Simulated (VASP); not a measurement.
Input of a VASP 6.6.1 run:

The input INCAR:

```
SYSTEM = Si3Au
PREC     = Accurate       ! precision mode
ENCUT    = 600            ! plane-wave cutoff, eV
EDIFF    = 1E-6           ! SCF threshold, eV
ISMEAR   = 0              ! smearing method
SIGMA    = 0.1            ! smearing width, eV
LREAL    = .FALSE.        ! projectors in reciprocal space
LASPH    = .TRUE.         ! aspherical terms in the spheres
NELM     = 100            ! most SCF steps
ALGO     = Normal         ! electronic algorithm
ISIF     = 3              ! what is computed and relaxed
LWAVE    = .FALSE.        ! write WAVECAR
LCHARG   = .FALSE.        ! write CHGCAR
GGA      = PE             ! functional
IBRION   = 2              ! ionic algorithm
NSW      = 90             ! ionic steps
EDIFFG   = -0.04          ! ionic threshold
```

KPOINTS

```
Automatic mesh
0
G
  6 6 6
  0 0 0
```

Contents of POSCAR:

```
Si3Au
1.0
    0.0000000000      3.1134210400      3.1134210400
    3.1134210400      0.0000000000      3.1134210400
    3.1134210400      3.1134210400      0.0000000000
Si Au
3 1
Direct
    0.5000000000      0.5000000000      0.5000000000
    0.2500000000      0.2500000000      0.2500000000
    0.7500000000      0.7500000000      0.7500000000
    0.0000000000      0.0000000000      0.0000000000
```

Potentials or basis: VASP PAW PBE potentials, release 64 (Si, Au).

Launch:

```sh
$ cat potpaw_PBE.64/Si/POTCAR potpaw_PBE.64/Au/POTCAR > POTCAR
$ mpirun -np 1 vasp_std > vasp.out
```

**Question.** Estimate the relaxed volume.

**Answer.** 16.37 Å³/atom.

**Question.** Estimate the space group after relaxing (to 0.05 Å).

**Answer.** Fm-3m (No. 225).

Final structure:
```cif
data_structure
_symmetry_space_group_name_H-M 'P 1'
_symmetry_Int_Tables_number 1
_cell_length_a 4.5246
_cell_length_b 4.5246
_cell_length_c 4.5246
_cell_angle_alpha 60.000
_cell_angle_beta 60.000
_cell_angle_gamma 60.000
_cell_volume 65.50
loop_
_atom_site_label
_atom_site_type_symbol
_atom_site_fract_x
_atom_site_fract_y
_atom_site_fract_z
_atom_site_occupancy
Si1 Si 0.50000 0.50000 0.50000 1
Si2 Si 0.25000 0.25000 0.25000 1
Si3 Si 0.75000 0.75000 0.75000 1
Au1 Au 0.00000 0.00000 0.00000 1
```
